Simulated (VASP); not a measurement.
A run of VASP 6.6.1:

Contents of INCAR:

```
SYSTEM = BaSi2C2
  PREC = Accurate
  ENCUT = 520
  EDIFF = 1E-6
  ISMEAR = 0
  SIGMA = 0.1
  LREAL = .False.
  LASPH = .True.
  NELM = 150
  ALGO = Normal
  ISIF = 2
  LWAVE = .False.
  LCHARG = .True.
  ISPIN = 2
  MAGMOM = 0 0 0 1 1
  LORBIT = 11
  GGA = PE
  LELF = .True.
  LVHAR = .True.
  NBANDS = 25
```

Contents of KPOINTS:

```
regular mesh
0
Gamma
  4 4 4
  0 0 0
```

The input POSCAR:

```
BaSi2C2
1.0
    3.1002591696     -4.4819235529      0.0000000000
    3.1002591696      4.4819235529      0.0000000000
    0.0000000000      0.0000000000      4.1011155638
Ba Si C
1 2 2
Direct
    0.0000000000      0.0000000000      0.5000000000
    0.6265519337      0.3734480663      0.5000000000
    0.3734480663      0.6265519337      0.5000000000
    0.6084119181      0.6084119181      0.0000000000
    0.3915880819      0.3915880819      0.0000000000
```

Potentials or basis: VASP PAW PBE potentials, release 64 (Ba_sv, Si, C).

Run with:

```console
$ cat potpaw_PBE.64/Ba_sv/POTCAR potpaw_PBE.64/Si/POTCAR potpaw_PBE.64/C/POTCAR > POTCAR
$ mpirun -np 1 vasp_std > vasp.out
```

Hardware: 1 thread of Oxide Virtual Turin-like Processor (shared host).

**Question.** How long does it take, and how much memory?

**Answer.** Wall time 2.5 min on 1 thread of Oxide Virtual Turin-like Processor, with other jobs on the host, peak memory 0.29 GiB. Counts: scf iterations 16, k points 21.
